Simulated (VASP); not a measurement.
A run of VASP 6.6.1 is set up as follows.

The input INCAR:

```
ALGO = Normal ; EDIFF = 1E-6
ENCUT = 520 ; GGA = PE
ISIF = 2 ; ISMEAR = 0
LASPH = True ; LCHARG = False
LREAL = False ; LWAVE = False
NBANDS = 18 ; NELM = 60
PREC = Accurate ; SIGMA = 0.1
```

Contents of KPOINTS:

```
k-points
0
Gamma
  12 12 12
```

POSCAR

```
Rb2H3
1.0
    2.2890738743      1.3215974175      9.0524479892
   -2.2890738743      1.3215974175      9.0524479892
    0.0000000000     -2.6431948350      9.0524479892
Rb H
2 3
Direct
    0.2525794903      0.2525794903      0.2525794903
    0.7474205097      0.7474205097      0.7474205097
    0.4612729447      0.4612729447      0.4612729447
    0.5387270553      0.5387270553      0.5387270553
    0.5000000000      0.5000000000      0.5000000000
```

Potentials or basis: VASP PAW PBE potentials, release 64 (Rb_sv, H).

Command:

```console
$ cat potpaw_PBE.64/Rb_sv/POTCAR potpaw_PBE.64/H/POTCAR > POTCAR
$ mpirun -np 1 vasp_std > vasp.out
```

Task: What does it give for the pressure?

Result: 0.0 GPa.

Task: What does it give for the largest force?

Result: 0.007 eV/Å.

Forces in eV/Å, atoms in the order of the input:
```
Rb   0.000  0.000  0.000
Rb   0.000  0.000  0.000
H    0.000  0.000  0.007
H    0.000  0.000 -0.007
H    0.000  0.000  0.000
```
